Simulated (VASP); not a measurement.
Wanted: the native input for a VASP 6.6.1 run.

```
Task                   : single point
Functional             : PBE
Potentials or basis    : VASP PAW PBE potentials, release 64 (Mn_pv, S)
Cutoff                 : 520 eV
k mesh                 : 9 × 9 × 10
Occupations            : gaussian, width 0.1 eV
Spin                   : collinear spin, ferromagnetic start
Starting moments       : [4.63, 0.14] μB
Dipole correction      : no
Further INCAR settings : ALGO = Fast; EDIFF = 1e-06; NBANDS = 20; ISYM = 0
```

The structure of MnS lies in POSCAR:

```
MnS
1.0
    3.8354077652      0.0000000000      0.0000140947
   -1.9177038826      3.3215605586     -0.0000140947
    1.9177164448     -1.1071941056      3.3522245658
Mn S
1 1
Direct
   -0.0047156357      0.0047156357      0.0141864890
    0.7547156357      0.2452843643      0.7358135110
```

One way to write it, as run:

INCAR

```
PREC     = Accurate       # precision mode
ENCUT    = 520            # plane-wave cutoff, eV
EDIFF    = 1E-6           # SCF threshold, eV
ISMEAR   = 0              # smearing method
SIGMA    = 0.1            # smearing width, eV
LREAL    = False          # projectors in reciprocal space
LASPH    = True           # aspherical terms in the spheres
NELM     = 150            # most SCF steps
ALGO     = Fast           # electronic algorithm
ISIF     = 2              # what is computed and relaxed
LWAVE    = False          # write WAVECAR
LCHARG   = True           # write CHGCAR
ISPIN    = 2              # spin polarisation
MAGMOM   = 4.63 0.14      # initial moments
LORBIT   = 11             # projections on sites
LMAXMIX  = 4              # l up to which the mixer works
GGA      = PE             # functional
LELF     = True           # ELF
LVHAR    = True         
NBANDS   = 20             # bands
ISYM     = 0
```

KPOINTS

```
regular mesh
0
Gamma
  9 9 10
```

Potentials or basis: VASP PAW PBE potentials, release 64 (Mn_pv, S).

The run is started by

```bash
$ cat potpaw_PBE.64/Mn_pv/POTCAR potpaw_PBE.64/S/POTCAR > POTCAR
$ mpirun -np 1 vasp_std > vasp.out
```

Results of the run:

| Item | Value |
| --- | --- |
| Pressure | 2.2 GPa |
| Net moment | 4.86 μB per cell |
| Site moments | Mn +4.28; S +0.08 μB |
| Valence electrons inside the program's atomic spheres | Mn 11.40; S 3.77 |

Caveat: a cell with one magnetic atom can't hold antiferromagnetic order, which such compounds often take.

It took 17 min on 1 thread of Oxide Virtual Turin-like Processor, on a shared host, peak memory 0.54 GiB.
